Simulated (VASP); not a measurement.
Crystal: TaPb.

```xyz
2
Lattice="0.0000 2.6836 2.6836 2.6836 0.0000 2.6836 2.6836 2.6836 0.0000" Properties=species:S:1:pos:R:3 pbc="T T T"
Ta    0.0000    0.0000    0.0000
Pb    2.6836    2.6836    2.6836
```

The cell was generated, and may not be a known phase.

| Property | Result |
| --- | --- |
| Program | VASP 6.6.1 |
| Task | relaxation of cell and atoms |
| Functional | PBE |
| Potentials or basis | VASP PAW PBE potentials, release 64 (Ta_pv, Pb_d) |
| Cutoff | 600 eV |
| k mesh | 6 × 6 × 6 |
| Occupations | gaussian, width 0.1 eV |
| Spin | no spin polarisation |

At the start: pressure 37.4 GPa; volume 19.33 Å³/atom.

Question: How do energy, volume and symmetry change on relaxing?

Answer: Over 5 steps the energy falls by 442.8 meV/atom and the volume is 23.97 Å³/atom (+24.0 %); space group Fm-3m (No. 225, to 0.1 Å) before and after.

The path:
```tsv
step	energy change (eV)	largest force (eV/Å)	pressure (GPa)	volume (Å³)
1	0.0000	0.0000	37.41	38.65
2	0.6344	0.0000	-15.19	69.79
3	-0.8775	0.0000	-2.29	49.07
4	-0.8850	0.0000	-0.67	48.27
5	-0.8857	0.0000	0.02	47.95
```

Final structure:
```yaml
crystal:
  lattice:
    - [0.00000, 2.88344, 2.88344]
    - [2.88344, 0.00000, 2.88344]
    - [2.88344, 2.88344, 0.00000]
  atoms:
    - { symbol: Ta, position: [0.00000, 0.00000, 0.00000] }
    - { symbol: Pb, position: [0.50000, 0.50000, 0.50000] }
```

Caveat: the volume moved by over 15 % at a fixed basis, so the end points are rough.
